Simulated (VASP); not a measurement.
# Si3N4 (P6_3/m) in VASP: a series of runs, part 2 of 2

VASP 6.6.1.

## 3. Single point, r2SCAN

POSCAR

```
Si3N4
1.0
    7.6056646651      0.0000000000      0.0000000000
   -3.8028323326      6.5866988127      0.0000000000
    0.0000000000      0.0000000000      2.9056457515
Si N
6 8
Direct
    0.2306112179      0.8245680157      0.7500000000
    0.4060432022      0.2306112179      0.2500000000
    0.8245680157      0.5939567978      0.2500000000
    0.1754319843      0.4060432022      0.7500000000
    0.5939567978      0.7693887821      0.7500000000
    0.7693887821      0.1754319843      0.2500000000
    0.3333333333      0.6666666667      0.7500000000
    0.6666666667      0.3333333333      0.2500000000
    0.9687376679      0.6696816984      0.7500000000
    0.2990559695      0.9687376679      0.2500000000
    0.6696816984      0.7009440305      0.2500000000
    0.3303183016      0.2990559695      0.7500000000
    0.0312623321      0.3303183016      0.2500000000
    0.7009440305      0.0312623321      0.7500000000
```

INCAR.step1

```
SYSTEM = Si3N4
PREC = Accurate
ENCUT = 520
ISMEAR = 0
SIGMA = 0.01
LREAL = .FALSE.
LASPH = .TRUE.
NELM = 80
NBANDS = 45
GGA = PE
ALGO = Normal
EDIFF = 1E-4
LWAVE = .TRUE.
LCHARG = .FALSE.
```

INCAR.step2

```
SYSTEM = Si3N4
PREC = Accurate
ENCUT = 520
EDIFF = 1E-7
ISMEAR = 0
SIGMA = 0.01
LREAL = .FALSE.
LASPH = .TRUE.
NELM = 80
ALGO = Normal
ISIF = 2
LWAVE = .FALSE.
LCHARG = .FALSE.
METAGGA = R2SCAN
LMIXTAU = .TRUE.
NBANDS = 45
ISTART = 1
```

KPOINTS

```
regular mesh
0
G
  6 6 8
  0 0 0
```

Potentials or basis: VASP PAW PBE potentials, release 64 (Si, N).

Started as:

```
$ cat potpaw_PBE.64/Si/POTCAR potpaw_PBE.64/N/POTCAR > POTCAR
$ cp INCAR.step1 INCAR
$ mpirun -np 1 vasp_std > vasp.out
$ cp INCAR.step2 INCAR
$ mpirun -np 1 vasp_std > vasp.out
```

OUTCAR:

```text
SYSTEM = Si3N4
   PREC = Accurate
   ENCUT = 520
   EDIFF = 1E-7
   ISMEAR = 0
   LREAL = .FALSE.
   LASPH = .TRUE.
   NELM = 80
   ISIF = 2
   METAGGA = R2SCAN
   ISTART = 1

 ion  position               nearest neighbor table
   1  0.231  0.825  0.750-   7 1.73   9 1.73  10 1.74  10 1.74   5 3.00   4 3.00   3 3.05   3 3.05
                             2 3.05   2 3.05
   2  0.406  0.231  0.250-   8 1.73  10 1.73  12 1.74  12 1.74   6 3.00   3 3.00   4 3.05   4 3.05
                             1 3.05   1 3.05
   3  0.825  0.594  0.250-   8 1.73  11 1.73   9 1.74   9 1.74   2 3.00   6 3.00   1 3.05   1 3.05
                             5 3.05   5 3.05
   4  0.175  0.406  0.750-   7 1.73  12 1.73  13 1.74  13 1.74   5 3.00   1 3.00   6 3.05   6 3.05
                             2 3.05   2 3.05
   5  0.594  0.769  0.750-   7 1.73  14 1.73  11 1.74  11 1.74   1 3.00   4 3.00   3 3.05   3 3.05
                             6 3.05   6 3.05
   6  0.769  0.175  0.250-   8 1.73  13 1.73  14 1.74  14 1.74   2 3.00   3 3.00   4 3.05   4 3.05
                             5 3.05   5 3.05
   7  0.333  0.667  0.750-   1 1.73   4 1.73   5 1.73
   8  0.667  0.333  0.250-   6 1.73   3 1.73   2 1.73
   9  0.969  0.670  0.750-   1 1.73   3 1.74   3 1.74
  10  0.299  0.969  0.250-   2 1.73   1 1.74   1 1.74
  11  0.670  0.701  0.250-   3 1.73   5 1.74   5 1.74
  12  0.330  0.299  0.750-   4 1.73   2 1.74   2 1.74
  13  0.031  0.330  0.250-   6 1.73   4 1.74   4 1.74
  14  0.701  0.031  0.750-   5 1.73   6 1.74   6 1.74

  LATTYP: Found a hexagonal cell.
 ALAT       =     7.6056646651
 C/A-ratio  =     0.3820370578

  Lattice vectors:

 A1 = (   7.6056646651,   0.0000000000,   0.0000000000)
 A2 = (  -3.8028323326,   6.5866988127,   0.0000000000)
 A3 = (   0.0000000000,   0.0000000000,   2.9056457515)

Analysis of symmetry for initial positions (statically):
=====================================================================
 Subroutine PRICEL returns:
 Original cell was already a primitive cell.
[... 183 lines left out ...]
 maximum number of plane-waves:      3965
 NGX is ok and might be reduce to    60
   NGX = 29   NGY = 29   NGZ = 11

 number of electron      63.9999992 magnetization

 Free energy of the ion-electron system (eV)
  ---------------------------------------------------
  ext. energy  EPLUGINS =         0.00000000
  ---------------------------------------------------
  free energy    TOTEN  =      -144.16566287 eV

  energy without entropy =     -144.16566287  energy(sigma->0) =     -144.16566287

 E-fermi :   6.6320     XC(G=0): -11.3719

 val. band max:        6.5164407347   @ k =   0.0000   0.0000   0.1250
 cond. band min:      11.5176706401   @ k =   0.0000   0.0000   0.0000
 fundamental gap:      5.0012299054
 Fermi energy:         6.6319838894

 k-point     1 :       0.0000    0.0000    0.0000
  band No.  band energies     occupation
      1     -12.5843      2.00000
      2     -11.1133      2.00000
      3     -11.1133      2.00000
      4     -10.4560      2.00000
      5     -10.3215      2.00000
      6     -10.3215      2.00000
[... 1117 lines left out ...]
     43      15.6275      0.00000
     44      15.6275      0.00000

 [... further k-points ...]

 [bands above 44 left out]

------------------------ aborting loop because EDIFF is reached ----------------------------------------

  FORCE on cell =-STRESS in cart. coord.  units (eV):
  Direction    XX          YY          ZZ          XY          YZ          ZX
  --------------------------------------------------------------------------------------
  -------------------------------------------------------------------------------------
  Total       -0.1312658     -0.1312658     -0.1721222      0.0000010     -0.0000000      0.0000000
  in kB       -1.4448222     -1.4448222     -1.8945224      0.0000105     -0.0000000      0.0000000
  external PRESSURE =      -1.5947223 kB  Pullay stress =       0.0000000 kB

 VOLUME and BASIS-vectors are now :
 -----------------------------------------------------------------------------
  energy-cutoff  :      520.00
  volume of cell :      145.56
      direct lattice vectors                 reciprocal lattice vectors
     7.605664665  0.000000000  0.000000000     0.131480948  0.075910561  0.000000000
    -3.802832333  6.586698813  0.000000000     0.000000000  0.151821121  0.000000000
     0.000000000  0.000000000  2.905645751     0.000000000  0.000000000  0.344157576

 POSITION                                       TOTAL-FORCE (eV/Angst)
 -----------------------------------------------------------------------------------
     -1.38174      5.43118      2.17923        -0.001656      0.000242     -0.000000
      2.21125      1.51897      0.72641        -0.001038     -0.001313      0.000000
      4.01267      3.91221      0.72641        -0.000618      0.001555      0.000000
     -0.20984      2.67448      2.17923         0.000618     -0.001555     -0.000000
      1.59158      5.06773      2.17923         0.001038      0.001313     -0.000000
      5.18457      1.15552      0.72641         0.001656     -0.000242      0.000000
     -0.00000      4.39113      2.17923        -0.000000      0.000000      0.000000
      3.80283      2.19557      0.72641        -0.000000      0.000000     -0.000000
      4.82121      4.41099      2.17923         0.000379      0.001692     -0.000000
     -1.40943      6.38078      0.72641        -0.001276      0.001174      0.000000
      2.42780      4.61691      0.72641         0.001654      0.000518      0.000000
      1.37503      1.96979      2.17923        -0.001654     -0.000518      0.000000
     -1.01837      2.17571      0.72641        -0.000379     -0.001692      0.000000
      5.21226      0.20592      2.17923         0.001276     -0.001174     -0.000000
 -----------------------------------------------------------------------------------
    total drift:                               -0.000000      0.000000     -0.000000

  FREE ENERGIE OF THE ION-ELECTRON SYSTEM (eV)
  ---------------------------------------------------
  free  energy   TOTEN  =      -144.1656628677 eV

  energy  without entropy=     -144.1656628677  energy(sigma->0) =     -144.16566287
```

OSZICAR.step1:

```text
N       E                     dE             d eps       ncg     rms          rms(c)
DAV:   1     0.283058994778E+03    0.28306E+03   -0.31802E+04  3608   0.132E+03
DAV:   2    -0.108031044319E+03   -0.39109E+03   -0.37253E+03  4633   0.279E+02
DAV:   3    -0.130946931531E+03   -0.22916E+02   -0.22761E+02  4584   0.709E+01
DAV:   4    -0.131303390954E+03   -0.35646E+00   -0.35534E+00  4528   0.950E+00
DAV:   5    -0.131311992089E+03   -0.86011E-02   -0.85904E-02  4422   0.142E+00    0.296E+01
DAV:   6    -0.114623564309E+03    0.16688E+02   -0.58723E+01  4337   0.309E+01    0.132E+01
DAV:   7    -0.114534923586E+03    0.88641E-01   -0.31581E+00  4560   0.730E+00    0.631E+00
DAV:   8    -0.114488349237E+03    0.46574E-01   -0.17414E-01  4395   0.202E+00    0.217E+00
DAV:   9    -0.114487446765E+03    0.90247E-03   -0.39395E-02  4536   0.103E+00    0.310E-01
DAV:  10    -0.114489329905E+03   -0.18831E-02   -0.38254E-03  4094   0.274E-01    0.176E-01
DAV:  11    -0.114490074106E+03   -0.74420E-03   -0.94377E-04  4142   0.158E-01    0.283E-02
DAV:  12    -0.114490111366E+03   -0.37260E-04   -0.48074E-05  3160   0.394E-02
   1 F= -.11449011E+03 E0= -.11449011E+03  d E =-.607255E-30
```

Run time: 16 min. Hardware: 1 thread of Intel Xeon 6975P-C, shared host; peak memory 0.42 GiB.

Results:

```yaml
Free_energy: -144.1657 eV
Pressure: -0.2 GPa
Band_gap_on_the_k_mesh: 5.00 eV, indirect (least direct gap 5.20 eV)
```

Caveat: the PAW data sets were made with another functional, which shifts forces and pressure a little. A k mesh can miss the band edges.

## 4. Single point, PBE

INCAR

```
SYSTEM = Si3N4
PREC     = Accurate       ! precision mode
ENCUT    = 520            ! plane-wave cutoff, eV
EDIFF    = 1E-6           ! SCF threshold, eV
ISMEAR   = -1             ! smearing method
SIGMA    = 0.02           ! smearing width, eV
LREAL    = .FALSE.        ! projectors in reciprocal space
LASPH    = .TRUE.         ! aspherical terms in the spheres
NELM     = 100            ! most SCF steps
ALGO     = Normal         ! electronic algorithm
ISIF     = 2              ! what is computed and relaxed
LWAVE    = .FALSE.        ! write WAVECAR
LCHARG   = .FALSE.        ! write CHGCAR
GGA      = PE             ! functional
NBANDS   = 45             ! bands
```

KPOINTS

```
Automatic mesh
0
G
  6 6 8
  0 0 0
```

POSCAR is that of step 3.

Started as:

```
$ cat potpaw_PBE.64/Si/POTCAR potpaw_PBE.64/N/POTCAR > POTCAR
$ mpirun -np 1 vasp_std > vasp.out
```

Run time: 2.8 min. Hardware: 1 thread of Intel Xeon Platinum 8488C (Sapphire Rapids), shared host; peak memory 0.37 GiB.

The run converged. Its results:

* Free energy: -114.4901 eV
* Pressure: 5.4 GPa
* Largest force: 0.042 eV/Å
* Band gap on the k mesh: 4.34 eV, indirect (least direct gap 4.53 eV)

Forces on the atoms (eV/Å):
```
Si   0.026  0.033  0.000
Si  -0.015  0.039  0.000
Si   0.041 -0.006  0.000
Si  -0.041  0.006  0.000
Si   0.015 -0.039  0.000
Si  -0.026 -0.033  0.000
N    0.000  0.000  0.000
N    0.000  0.000  0.000
N    0.028  0.028  0.000
N   -0.010  0.038  0.000
N    0.038 -0.010  0.000
N   -0.038  0.010  0.000
N   -0.028 -0.028  0.000
N    0.010 -0.038  0.000
```

Stress tensor (GPa, compression positive):
```
5.31 0.00 0.00
0.00 5.31 0.00
0.00 0.00 5.48
```

Levels at points of the mesh, in eV from the valence-band top:
```
           k point  band 29  band 30  band 31  band 32  band 33  band 34  band 35  band 36
(0.00, 0.00, 0.00)    -1.27    -0.44    -0.39    -0.19     4.34     4.78     4.91     4.91
(0.50, 0.00, 0.00)    -1.34    -0.78    -0.31    -0.24     4.63     4.73     4.89     5.30
(0.00, 0.00, 0.50)    -1.62    -1.62    -1.32    -1.32     4.73     4.73     4.73     4.73
(0.50, 0.00, 0.50)    -1.50    -1.50    -1.04    -1.04     4.80     4.80     5.87     5.87
```

A k mesh can miss the band edges.

## 5. Single point, PBE

This run uses another cell than the first one, of 10.63 Å³/atom, 1.023 times its volume.

INCAR

```
SYSTEM = Si3N4
  PREC = Accurate
  ENCUT = 520
  EDIFF = 1E-6
  ISMEAR = -1
  SIGMA = 0.02
  LREAL = .False.
  LASPH = .True.
  NELM = 80
  ALGO = Normal
  ISIF = 2
  LWAVE = .False.
  LCHARG = .False.
  GGA = PE
  NBANDS = 45
```

KPOINTS

```
regular mesh
0
Gamma
  6 6 8
  0 0 0
```

POSCAR

```
Si3N4
1.0
    7.6638651060      0.0000000000      0.0000000000
   -3.8319325530      6.6371018729      0.0000000000
    0.0000000000      0.0000000000      2.9263012732
Si N
6 8
Direct
    0.2310840944      0.8249752475      0.7500000000
    0.4061088469      0.2310840944      0.2500000000
    0.8249752475      0.5938911531      0.2500000000
    0.1750247525      0.4061088469      0.7500000000
    0.5938911531      0.7689159056      0.7500000000
    0.7689159056      0.1750247525      0.2500000000
    0.3333333333      0.6666666667      0.7500000000
    0.6666666667      0.3333333333      0.2500000000
    0.9691646171      0.6699931122      0.7500000000
    0.2991715049      0.9691646171      0.2500000000
    0.6699931122      0.7008284951      0.2500000000
    0.3300068878      0.2991715049      0.7500000000
    0.0308353829      0.3300068878      0.2500000000
    0.7008284951      0.0308353829      0.7500000000
```

Potentials or basis: VASP PAW PBE potentials, release 64 (Si, N).

Started as:

```
$ cat potpaw_PBE.64/Si/POTCAR potpaw_PBE.64/N/POTCAR > POTCAR
$ mpirun -np 1 vasp_std > vasp.out
```

OUTCAR:

```text
SYSTEM = Si3N4
   PREC = Accurate
   ENCUT = 520
   EDIFF = 1E-6
   ISMEAR = -1
   LREAL = .False.
   LASPH = .True.
   NELM = 80
   ISIF = 2
   GGA = PE

 ion  position               nearest neighbor table
   1  0.231  0.825  0.750-   7 1.74   9 1.75  10 1.75  10 1.75   4 3.02   5 3.02   2 3.07   2 3.07
                             3 3.07   3 3.07
   2  0.406  0.231  0.250-   8 1.74  10 1.75  12 1.75  12 1.75   3 3.02   6 3.02   1 3.07   1 3.07
[... 1379 lines left out ...]
  energy-cutoff  :      520.00
  volume of cell :      148.85
      direct lattice vectors                 reciprocal lattice vectors
     7.663865106  0.000000000  0.000000000     0.130482464  0.075334086  0.000000000
    -3.831932553  6.637101873  0.000000000     0.000000000  0.150668171  0.000000000
     0.000000000  0.000000000  2.926301273     0.000000000  0.000000000  0.341728314

 POSITION                                       TOTAL-FORCE (eV/Angst)
 -----------------------------------------------------------------------------------
     -1.39025      5.47544      2.19473        -0.003307     -0.001129      0.000000
      2.22686      1.53373      0.73158        -0.000676     -0.003429     -0.000000
      4.04675      3.94172      0.73158        -0.002632      0.002300      0.000000
     -0.21482      2.69539      2.19473         0.002632     -0.002300     -0.000000
      1.60507      5.10337      2.19473         0.000676      0.003429      0.000000
      5.22218      1.16166      0.73158         0.003307      0.001129     -0.000000
     -0.00000      4.42473      2.19473        -0.000000      0.000000     -0.000000
      3.83193      2.21237      0.73158        -0.000000      0.000000      0.000000
      4.86018      4.44681      2.19473         0.000522      0.002314     -0.000000
     -1.42096      6.43244      0.73158        -0.001743      0.001609     -0.000000
      2.44921      4.65147      0.73158         0.002265      0.000705     -0.000000
      1.38272      1.98563      2.19473        -0.002265     -0.000705     -0.000000
     -1.02825      2.19029      0.73158        -0.000522     -0.002314      0.000000
      5.25290      0.20466      2.19473         0.001743     -0.001609     -0.000000
 -----------------------------------------------------------------------------------
    total drift:                                0.000000     -0.000000      0.000000

  FREE ENERGIE OF THE ION-ELECTRON SYSTEM (eV)
  ---------------------------------------------------
  free  energy   TOTEN  =      -114.5443086703 eV

  energy  without entropy=     -114.5443086703  energy(sigma->0) =     -114.54430867
```

OSZICAR:

```text
N       E                     dE             d eps       ncg     rms          rms(c)
DAV:   1     0.287123199232E+03    0.28712E+03   -0.31637E+04  3600   0.131E+03
DAV:   2    -0.107360870130E+03   -0.39448E+03   -0.37599E+03  4639   0.279E+02
DAV:   3    -0.130575048650E+03   -0.23214E+02   -0.23062E+02  4608   0.711E+01
DAV:   4    -0.130941779542E+03   -0.36673E+00   -0.36557E+00  4568   0.961E+00
DAV:   5    -0.130950823397E+03   -0.90439E-02   -0.90325E-02  4424   0.145E+00    0.289E+01
DAV:   6    -0.114627726359E+03    0.16323E+02   -0.58678E+01  4345   0.306E+01    0.129E+01
DAV:   7    -0.114584786769E+03    0.42940E-01   -0.30234E+00  4520   0.711E+00    0.619E+00
DAV:   8    -0.114541938543E+03    0.42848E-01   -0.16153E-01  4377   0.197E+00    0.216E+00
DAV:   9    -0.114541628197E+03    0.31035E-03   -0.37196E-02  4472   0.100E+00    0.315E-01
DAV:  10    -0.114543570315E+03   -0.19421E-02   -0.39637E-03  4118   0.274E-01    0.173E-01
DAV:  11    -0.114544252671E+03   -0.68236E-03   -0.95615E-04  4129   0.158E-01    0.284E-02
DAV:  12    -0.114544286249E+03   -0.33577E-04   -0.51282E-05  4448   0.389E-02    0.114E-02
DAV:  13    -0.114544304429E+03   -0.18180E-04   -0.18016E-05  4022   0.201E-02    0.496E-03
DAV:  14    -0.114544308031E+03   -0.36025E-05   -0.31030E-06  4016   0.896E-03    0.298E-03
DAV:  15    -0.114544308670E+03   -0.63888E-06   -0.15355E-06  3255   0.526E-03
   1 F= -.11454431E+03 E0= -.11454431E+03  d E =-.121867E-10
```

Wall time 2.8 min (1 thread of Intel Xeon Platinum 8488C (Sapphire Rapids), shared host); peak memory 0.38 GiB.

What came out:

```yaml
Free_energy: -114.5443 eV
Pressure: -0.3 GPa
Largest_force: 0.003 eV/Å
Band_gap_on_the_k_mesh: 4.26 eV, indirect (least direct gap 4.44 eV)
```

Forces on the atoms (eV/Å):
```
Si  -0.003 -0.001  0.000
Si  -0.001 -0.003  0.000
Si  -0.003  0.002  0.000
Si   0.003 -0.002  0.000
Si   0.001  0.003  0.000
Si   0.003  0.001  0.000
N    0.000  0.000  0.000
N    0.000  0.000  0.000
N    0.001  0.002  0.000
N   -0.002  0.002  0.000
N    0.002  0.001  0.000
N   -0.002 -0.001  0.000
N   -0.001 -0.002  0.000
N    0.002 -0.002  0.000
```

A k mesh can miss the band edges.

## 6. Overview

```tsv
level	cell	smearing	gap on the mesh (eV)	pressure (GPa)
r2SCAN	a = 7.606, b = 7.606, c = 2.906 Å, angles 90.0, 90.0, 120.0°, 14 atoms	fermi-dirac 0.02 eV	5.00	-0.2
r2SCAN	a = 7.606, b = 7.606, c = 2.906 Å, angles 90.0, 90.0, 120.0°, 14 atoms	gaussian 0.01 eV	5.00	-0.2
PBE	a = 7.606, b = 7.606, c = 2.906 Å, angles 90.0, 90.0, 120.0°, 14 atoms	fermi-dirac 0.02 eV	4.34	5.4
PBE	a = 7.664, b = 7.664, c = 2.926 Å, angles 90.0, 90.0, 120.0°, 14 atoms	fermi-dirac 0.02 eV	4.26	-0.3
```

Alike in all rows: task single point; potentials or basis VASP PAW PBE potentials, release 64 (Si, N); no spin polarisation; k mesh 6 × 6 × 8; cutoff (eV) 520.

On the cell as given the gap runs from 4.34 eV (PBE) to 5.00 eV (r2SCAN). The pressure there spans -0.2 GPa (r2SCAN) to 5.4 GPa (PBE); a positive pressure means that this level wants a larger cell, a negative one a smaller.

Caveats: the PAW data sets were made with another functional, which shifts forces and pressure a little (some runs).

Total energies depend on the potentials used, so only differences within one code and one set of settings carry meaning.
